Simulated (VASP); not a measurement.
# SiNi2 (P6_3/mmc) in VASP: further runs

SiNi2 is run at these levels: PBE; tasks: relaxation of shape and atoms at fixed volume.

Program: VASP 6.6.1. These are calculated values, not measurements. Logs are shortened: lines on timing, memory, paths and dates and some standing lists are left out, and cuts for length are marked.

### Step 1. The cell of the first run

The structure is hexagonal, space group P6_3/mmc (No. 194). Conventional cell: a = 3.837 Å, b = 3.837 Å, c = 4.876 Å, α = 90.00°, β = 90.00°, γ = 120.00°. Si (site symmetry -6m2) has 11 Ni at 2.22 to 2.53 Å within 2.9 Å. Within 3.2 Å of Ni (site symmetry -3m) lie 8 Ni at 2.44 to 2.53 Å and 6 Si at 2.53 Å. Within 2.9 Å of Ni (site symmetry -6m2) lie 5 Si at 2.22 to 2.44 Å and 6 Ni at 2.53 Å.

### Step 2. Relaxation of shape and atoms at fixed volume, PBE (volume scaled by 0.94)

The input, INCAR:

```
SYSTEM = SiNi2
  ALGO = Fast
  EDIFF = 1E-6
  EDIFFG = -0.01
  ENCUT = 600
  GGA = PE
  IBRION = 2
  ISIF = 4
  ISMEAR = 0
  LASPH = .TRUE.
  LCHARG = .FALSE.
  LREAL = .FALSE.
  LWAVE = .FALSE.
  NELM = 100
  NSW = 50
  PREC = Accurate
  SIGMA = 0.1
```

The input, KPOINTS:

```
k-points
0
G
  12 12 8
  0 0 0
```

The input, POSCAR:

```
SiNi2
1.0
    3.8373197899      0.0000000000      0.0000000000
   -1.9186598950      3.3232164205      0.0000000000
    0.0000000000      0.0000000000      4.8761842653
Si Ni
2 4
Direct
    0.3333333333      0.6666666667      0.7500000000
    0.6666666667      0.3333333333      0.2500000000
    0.0000000000      0.0000000000      0.0000000000
    0.0000000000      0.0000000000      0.5000000000
    0.3333333333      0.6666666667      0.2500000000
    0.6666666667      0.3333333333      0.7500000000
```

Potentials or basis: VASP PAW PBE potentials, release 64 (Si, Ni).

Started as:

```console
> cat potpaw_PBE.64/Si/POTCAR potpaw_PBE.64/Ni/POTCAR > POTCAR
> mpirun -np 1 vasp_std > vasp.out
```

OUTCAR:

```text
SYSTEM = SiNi2
   EDIFF = 1E-6
   EDIFFG = -0.01
   ENCUT = 600
   GGA = PE
   IBRION = 2
   ISIF = 4
   ISMEAR = 0
   LASPH = .TRUE.
   LREAL = .FALSE.
   NELM = 100
   NSW = 50
   PREC = Accurate

 ion  position               nearest neighbor table
   1  0.333  0.667  0.750-   6 2.22   6 2.22   6 2.22   5 2.44   5 2.44   3 2.53   4 2.53   4 2.53
                             3 2.53   4 2.53   3 2.53
   2  0.667  0.333  0.250-   5 2.22   5 2.22   5 2.22   6 2.44   6 2.44   3 2.53   4 2.53   3 2.53
                             4 2.53   3 2.53   4 2.53
   3  0.000  0.000  0.000-   4 2.44   4 2.44   1 2.53   5 2.53   6 2.53   2 2.53   2 2.53   6 2.53
                             1 2.53   5 2.53   2 2.53   6 2.53   1 2.53   5 2.53
   4  0.000  0.000  0.500-   3 2.44   3 2.44   1 2.53   5 2.53   6 2.53   2 2.53   2 2.53   6 2.53
                             1 2.53   5 2.53   2 2.53   6 2.53   1 2.53   5 2.53
   5  0.333  0.667  0.250-   2 2.22   2 2.22   2 2.22   1 2.44   1 2.44   3 2.53   4 2.53   4 2.53
                             3 2.53   4 2.53   3 2.53
   6  0.667  0.333  0.750-   1 2.22   1 2.22   1 2.22   2 2.44   2 2.44   3 2.53   4 2.53   3 2.53
                             4 2.53   3 2.53   4 2.53

  LATTYP: Found a hexagonal cell.
 ALAT       =     3.8373197899
 C/A-ratio  =     1.2707265832

  Lattice vectors:

 A1 = (   3.8373197899,   0.0000000000,   0.0000000000)
 A2 = (  -1.9186598950,   3.3232164205,   0.0000000000)
 A3 = (   0.0000000000,   0.0000000000,   4.8761842653)

Analysis of symmetry for initial positions (statically):
=====================================================================
 Subroutine PRICEL returns:
 Original cell was already a primitive cell.

 Routine SETGRP: Setting up the symmetry group for a
 hexagonal supercell.

 Subroutine GETGRP returns: Found 24 space group operations
 (whereof 12 operations were pure point group operations)
 out of a pool of 24 trial point group operations.

The static configuration has the point symmetry D_3d.
 The point group associated with its full space group is D_6h.

Analysis of symmetry for dynamics (positions and initial velocities):
=====================================================================
 Subroutine PRICEL returns:
 Original cell was already a primitive cell.

 Routine SETGRP: Setting up the symmetry group for a
 hexagonal supercell.

 Subroutine GETGRP returns: Found 24 space group operations
 (whereof 12 operations were pure point group operations)
 out of a pool of 24 trial point group operations.

The dynamic configuration has the point symmetry D_3d.
 The point group associated with its full space group is D_6h.

 Subroutine INISYM returns: Found 24 space group operations
 (whereof 12 operations are pure point group operations),
 and found     1 'primitive' translations

----------------------------------------------------------------------------------------

                                     Primitive cell

  volume of cell :      62.1823

  direct lattice vectors                    reciprocal lattice vectors
     3.837319790  0.000000000  0.000000000     0.260598557  0.150456647  0.000000000
    -1.918659895  3.323216421  0.000000000     0.000000000  0.300913294  0.000000000
     0.000000000  0.000000000  4.876184265     0.000000000  0.000000000  0.205078386

  length of vectors
     3.837319790  3.837319790  4.876184265     0.300913294  0.300913294  0.205078386

  position of ions in fractional coordinates (direct lattice)
     0.333333333  0.666666667  0.750000000
     0.666666667  0.333333333  0.250000000
     0.000000000  0.000000000  0.000000000
     0.000000000  0.000000000  0.500000000
     0.333333333  0.666666667  0.250000000
     0.666666667  0.333333333  0.750000000

  ion indices of the primitive-cell ions
   primitive index   ion index
                 1           1
                 2           2
                 3           3
                 4           4
                 5           5
                 6           6

----------------------------------------------------------------------------------------

 KPOINTS: k-points

Automatic generation of k-mesh.
 Grid dimensions read from file:
 generate k-points for:   12   12    8

 Generating k-lattice:

[... 44 lines left out ...]
   number of dos      NEDOS =    301   number of ions     NIONS =      6
   total plane-waves  NPLWV =  40960
   dimension x,y,z NGX =    32 NGY =   32 NGZ =   40
   dimension x,y,z NGXF=    64 NGYF=   64 NGZF=   80
   ions per type =               2   4
   NGX,Y,Z   is equivalent  to a cutoff of  13.86, 13.86, 13.64 a.u.
   NGXF,Y,Z  is equivalent  to a cutoff of  27.73, 27.73, 27.27 a.u.
 SYSTEM =  SiNi2
   PREC   = accura    normal or accurate (medium, high low for compatibility)
   ISTART =      0    job   : 0-new  1-cont  2-samecut
   ICHARG =      2    charge: 1-file 2-atom 10-const
   ISPIN  =      1    spin polarized calculation?
   LNONCOLLINEAR =      F non collinear calculations
   LSORBIT =      F    spin-orbit coupling
   LASPH  =      T    aspherical Exc in radial PAW
   ENCUT  =  600.0 eV  44.10 Ry    6.64 a.u.   7.66  7.66  9.74*2*pi/ulx,y,z
   NELM   =    100;   NELMIN=  2; NELMDL= -5     # of ELM steps
   EDIFF  = 0.1E-05   stopping-criterion for ELM
   LREAL  =      F    real-space projection
   EDIFFG = -.1E-01   stopping-criterion for IOM
   NSW    =     50    number of steps for IOM
   IBRION =      2    ionic relax: 0-MD 1-quasi-New 2-CG
   NFREE  =      1    steps in history (QN), initial steepest desc. (CG)
   ISIF   =      4    stress and relaxation
   ISYM   =      2    0-nonsym 1-usesym 2-fastsym
   POTIM  = 0.5000    time-step for ionic-motion
   TEBEG  =    0.0;   TEEND  =   0.0 temperature during run
   PSTRESS=    0.0 pullay stress
   NELECT =      48.0000    total number of electrons
   NUPDOWN=      -1.0000    fix difference up-down
   EMIN   =  10.00;   EMAX   =-10.00  energy-range for DOS
   EFERMI =   0.00;   METHOD = LEGACY
   ISMEAR =     0;   SIGMA  =   0.10  broadening in eV -4-tet -1-fermi 0-gaus
   EFERMI_NEDOS =   21; number of points for ismear=-14 and -15
   IALGO  =     68    algorithm
   IMIX   =      4    mixing-type and parameters
     AMIX     =   0.40;   BMIX     =  1.00
     AMIX_MAG =   1.60;   BMIX_MAG =  1.00
  volume/ion in A,a.u.               =      10.36        69.94
  Fermi-wavevector in a.u.,A,eV,Ry     =   1.501757  2.837909 30.684867  2.255274
  Thomas-Fermi vector in A             =   2.613086
   LORBIT       =      0    0 simple, 1 ext, 2 COOP (PROOUT), +10 PAW based schemes
   GGA     = PE    functional components
   LHFCALC =     F    Hartree Fock is set to
   AEXX    =    0.0000 exact exchange contribution
   IVDW    =     0    specifies the selected vdW correction
   LEPSILON=     F    determine dielectric tensor
   LRPA    =     F    only Hartree local field effects (RPA)
 conjugate gradient relaxation of ions
 non-spin polarized calculation
 RMM-DIIS sequential band-by-band and
 Gauss-broadening in eV      SIGMA  =   0.10
  energy-cutoff  :      600.00
  volume of cell :       62.18
 maximum number of plane-waves:      2119
 NGX is ok and might be reduce to    32
   NGX = 15   NGY = 15   NGZ = 19

--------------------------------------- Ionic step        1  -------------------------------------------

 number of electron      48.0000000 magnetization

 Free energy of the ion-electron system (eV)
  ---------------------------------------------------
  ext. energy  EPLUGINS =         0.00000000
  ---------------------------------------------------
  free energy    TOTEN  =       -35.60056623 eV

  energy without entropy =      -35.58376724  energy(sigma->0) =      -35.59216674

------------------------ aborting loop because EDIFF is reached ----------------------------------------

  FORCE on cell =-STRESS in cart. coord.  units (eV):
  Direction    XX          YY          ZZ          XY          YZ          ZX
  --------------------------------------------------------------------------------------
  -------------------------------------------------------------------------------------
  Total        5.7430680      5.7430680      5.2275676     -0.0000000      0.0000000      0.0000000
  in kB      147.9748182    147.9748182    134.6925301     -0.0000000      0.0000000      0.0000000
  external PRESSURE =     143.5473888 kB  Pullay stress =       0.0000000 kB

 VOLUME and BASIS-vectors are now :
 -----------------------------------------------------------------------------
  energy-cutoff  :      600.00
  volume of cell :       62.18
      direct lattice vectors                 reciprocal lattice vectors
     3.837319790  0.000000000  0.000000000     0.260598557  0.150456647  0.000000000
    -1.918659895  3.323216421  0.000000000     0.000000000  0.300913294  0.000000000
     0.000000000  0.000000000  4.876184265     0.000000000  0.000000000  0.205078386

 POSITION                                       TOTAL-FORCE (eV/Angst)
 -----------------------------------------------------------------------------------
     -0.00000      2.21548      3.65714         0.000000     -0.000000      0.000000
      1.91866      1.10774      1.21905        -0.000000      0.000000      0.000000
      0.00000      0.00000      0.00000        -0.000000      0.000000      0.000000
      0.00000      0.00000      2.43809        -0.000000      0.000000      0.000000
     -0.00000      2.21548      1.21905        -0.000000     -0.000000      0.000000
      1.91866      1.10774      3.65714        -0.000000      0.000000      0.000000
 -----------------------------------------------------------------------------------
    total drift:                               -0.000000      0.000000      0.000000

  FREE ENERGIE OF THE ION-ELECTRON SYSTEM (eV)
  ---------------------------------------------------
  free  energy   TOTEN  =       -35.6005662293 eV

  energy  without entropy=      -35.5837672436  energy(sigma->0) =      -35.59216674

--------------------------------------- Ionic step        2  -------------------------------------------

 number of electron      48.0000004 magnetization

 Free energy of the ion-electron system (eV)
  ---------------------------------------------------
  ext. energy  EPLUGINS =         0.00000000
  ---------------------------------------------------
  free energy    TOTEN  =       -35.60128615 eV

  energy without entropy =      -35.58449100  energy(sigma->0) =      -35.59288858

 E-fermi :  11.9329     XC(G=0): -13.2194

 val. band max:       11.9260838150   @ k =   0.3333   0.0000   0.2500
 cond. band min:      11.9332938933   @ k =   0.3333   0.3333   0.2500
 fundamental gap:      0.0072100783
 Fermi energy:        11.9328872423

 k-point     1 :       0.0000    0.0000    0.0000
  band No.  band energies     occupation
      1      -1.0789      2.00000
      2       3.5466      2.00000
      3       5.2094      2.00000
      4       6.5697      2.00000
      5       6.5697      2.00000
      6       7.7869      2.00000
[... 733 lines left out ...]
     27      14.7104      0.00000
     28      15.2454      0.00000

 [... further k-points ...]

------------------------ aborting loop because EDIFF is reached ----------------------------------------

  FORCE on cell =-STRESS in cart. coord.  units (eV):
  Direction    XX          YY          ZZ          XY          YZ          ZX
  --------------------------------------------------------------------------------------
  -------------------------------------------------------------------------------------
  Total        5.5579436      5.5579436      5.5583899     -0.0000000     -0.0000000     -0.0000000
  in kB      143.2049378    143.2049378    143.2164372     -0.0000000     -0.0000000     -0.0000000
  external PRESSURE =     143.2087709 kB  Pullay stress =       0.0000000 kB

 VOLUME and BASIS-vectors are now :
 -----------------------------------------------------------------------------
  energy-cutoff  :      600.00
  volume of cell :       62.18
      direct lattice vectors                 reciprocal lattice vectors
     3.842628839 -0.000000000  0.000000000     0.260238509  0.150248773 -0.000000000
    -1.921314419  3.327814192 -0.000000000     0.000000000  0.300497547 -0.000000000
     0.000000000  0.000000000  4.862719516    -0.000000000 -0.000000000  0.205646243

 POSITION                                       TOTAL-FORCE (eV/Angst)
 -----------------------------------------------------------------------------------
     -0.00000      2.21854      3.64704         0.000000     -0.000000      0.000000
      1.92131      1.10927      1.21568        -0.000000      0.000000      0.000000
      3.84263     -0.00000      0.00000        -0.000000      0.000000      0.000000
      3.84263     -0.00000      2.43136        -0.000000      0.000000      0.000000
     -0.00000      2.21854      1.21568        -0.000000     -0.000000     -0.000000
      1.92131      1.10927      3.64704        -0.000000     -0.000000     -0.000000
 -----------------------------------------------------------------------------------
    total drift:                               -0.000000      0.000000      0.000000

  FREE ENERGIE OF THE ION-ELECTRON SYSTEM (eV)
  ---------------------------------------------------
  free  energy   TOTEN  =       -35.6012861514 eV

  energy  without entropy=      -35.5844909994  energy(sigma->0) =      -35.59288858

 reached required accuracy - stopping structural energy minimisation
```

It took 7.2 min on 1 thread of Oxide Virtual Turin-like, shared host; peak memory 0.28 GiB.

Results:

```yaml
Free_energy: -35.6013 eV
Energy_gained_by_relaxing: 0.1 meV/atom
Ionic_steps: 2
Pressure_after_relaxing: 14.3 GPa
Band_gap_on_the_k_mesh: zero (band 24 reaches 14.79 eV, above the bottom of band 25 at 11.33 eV)
```

The path:
| step | energy change (eV) | largest force (eV/Å) | pressure (GPa) | volume (Å³) |
| --- | --- | --- | --- | --- |
| 1 | 0.0000 | 0.0000 | 14.35 | 62.18 |
| 2 | -0.0007 | 0.0000 | 14.32 | 62.18 |

Final structure:
```cif
data_structure
_symmetry_space_group_name_H-M 'P 1'
_symmetry_Int_Tables_number 1
_cell_length_a 3.8426
_cell_length_b 3.8426
_cell_length_c 4.8627
_cell_angle_alpha 90.000
_cell_angle_beta 90.000
_cell_angle_gamma 120.000
_cell_volume 62.18
loop_
_atom_site_label
_atom_site_type_symbol
_atom_site_fract_x
_atom_site_fract_y
_atom_site_fract_z
_atom_site_occupancy
Si1 Si 0.33333 0.66667 0.75000 1
Si2 Si 0.66667 0.33333 0.25000 1
Ni1 Ni 0.00000 0.00000 0.00000 1
Ni2 Ni 0.00000 0.00000 0.50000 1
Ni3 Ni 0.33333 0.66667 0.25000 1
Ni4 Ni 0.66667 0.33333 0.75000 1
```

Caveat: the cell differs from its parent crystal (volume scaled by 0.94). Spin polarisation is off, so any magnetic state and its effect on volume and gap are missing.

### Step 3. Relaxation of shape and atoms at fixed volume, PBE (volume scaled by 0.97)

The input, INCAR:

```
ALGO = Fast
EDIFF = 1E-7
EDIFFG = -0.01
ENCUT = 600
GGA = PE
IBRION = 2
ISIF = 4
ISMEAR = 0
LASPH = True
LCHARG = False
LREAL = False
LWAVE = False
NELM = 100
NSW = 50
PREC = Accurate
SIGMA = 0.1
```

The input, KPOINTS:

```
k-points
0
Gamma
  12 12 8
```

Changes to POSCAR since step 2:

```diff
@@ -2,5 +2,5 @@
 1.0
-    3.8373197899      0.0000000000      0.0000000000
-   -1.9186598950      3.3232164205      0.0000000000
-    0.0000000000      0.0000000000      4.8761842653
+    3.8724091656      0.0000000000      0.0000000000
+   -1.9362045828      3.3536047113      0.0000000000
+    0.0000000000      0.0000000000      4.9410300762
 Si Ni
```

Potentials or basis: VASP PAW PBE potentials, release 64 (Si, Ni).

Started as:

```console
> cat potpaw_PBE.64/Si/POTCAR potpaw_PBE.64/Ni/POTCAR > POTCAR
> mpirun -np 1 vasp_std > vasp.out
```

Run time: 6.8 min. Hardware: 1 thread of Oxide Virtual Turin-like, shared host; peak memory 0.29 GiB.

It converged, with:

- Free energy: -35.7295 eV
- Energy gained by relaxing: 0.1 meV/atom
- Ionic steps: 2
- Pressure after relaxing: 6.5 GPa
- Band gap on the k mesh: zero (band 24 reaches 14.19 eV, above the bottom of band 25 at 10.86 eV)

Stress tensor (GPa, compression positive):
```
6.57 0.00 0.00
0.00 6.57 0.00
0.00 0.00 6.43
```

Step by step:
```
step  energy change (eV)  largest force (eV/Å)  pressure (GPa)  volume (Å³)
   1              0.0000                0.0000            6.62        64.17
   2             -0.0009                0.0000            6.52        64.17
```

Final structure:
```xyz
6
Lattice="3.8778 0.0000 0.0000 -1.9389 3.3583 0.0000 0.0000 0.0000 4.9272" Properties=species:S:1:pos:R:3 pbc="T T T"
Si    0.0000    2.2389    3.6954
Si    1.9389    1.1194    1.2318
Ni    0.0000    0.0000    0.0000
Ni    0.0000    0.0000    2.4636
Ni    0.0000    2.2389    1.2318
Ni    1.9389    1.1194    3.6954
```

Levels at points of the mesh, in eV from the Fermi level:
```csv
k point,band 21,band 22,band 23,band 24,band 25,band 26,band 27,band 28
"(0.00, 0.00, 0.00)",-0.64,-0.64,0.13,2.72,2.75,2.75,2.85,2.85
"(0.50, 0.00, 0.00)",-1.35,-1.23,-1.03,-0.70,-0.57,1.18,1.84,3.00
"(0.00, 0.00, 0.50)",-1.27,-1.27,2.18,2.18,3.30,3.30,3.30,3.30
"(0.50, 0.00, 0.50)",-1.28,-1.28,-0.92,-0.92,0.96,0.96,2.92,2.92
```

Caveat: the cell differs from its parent crystal (volume scaled by 0.97). Spin polarisation is off, so any magnetic state and its effect on volume and gap are missing.
